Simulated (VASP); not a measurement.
Write the native input for VASP 6.6.1 that does the following.

* Task: single point
* Functional: PBEsol
* Potentials or basis: VASP PAW PBE potentials, release 64 (Li_sv)
* Cutoff: 520 eV
* k mesh: 14 × 14 × 8
* Occupations: fermi-dirac, width 0.1 eV
* Spin: no spin polarisation
* Dipole correction: no
* Further INCAR settings: ALGO = Normal; EDIFF = 1e-06; NBANDS = 10

The structure of Li lies in POSCAR:

```
Li
1.0
    2.9300076499      0.0000000000      0.0000000000
   -1.4650038249      2.5374610581      0.0000000000
    0.0000000000      0.0000000000      4.7898926357
Li
2
Direct
    0.3333333333      0.6666666667      0.2500000000
    0.6666666667      0.3333333333      0.7500000000
```

One way to write it, as run:

INCAR

```
  PREC = Accurate
  ENCUT = 520
  EDIFF = 1E-6
  ISMEAR = -1
  SIGMA = 0.1
  LREAL = F
  LASPH = T
  NELM = 80
  ALGO = Normal
  ISIF = 2
  LWAVE = F
  LCHARG = F
  GGA = PS
  NBANDS = 10
```

KPOINTS

```
regular mesh
0
Gamma
  14 14 8
```

Potentials or basis: VASP PAW PBE potentials, release 64 (Li_sv).

Run with:

```sh
$ cat potpaw_PBE.64/Li_sv/POTCAR > POTCAR
$ mpirun -np 1 vasp_std > vasp.out
```

Results of the run:

```
Band gap on the k mesh : zero (band 3 reaches 3.04 eV, above the bottom of band 4 at -1.55 eV)
```

It took 9.8 s on 1 thread of Intel(R) Xeon(R) 6975P-C (Granite Rapids) (shared host), peak memory 0.16 GiB.
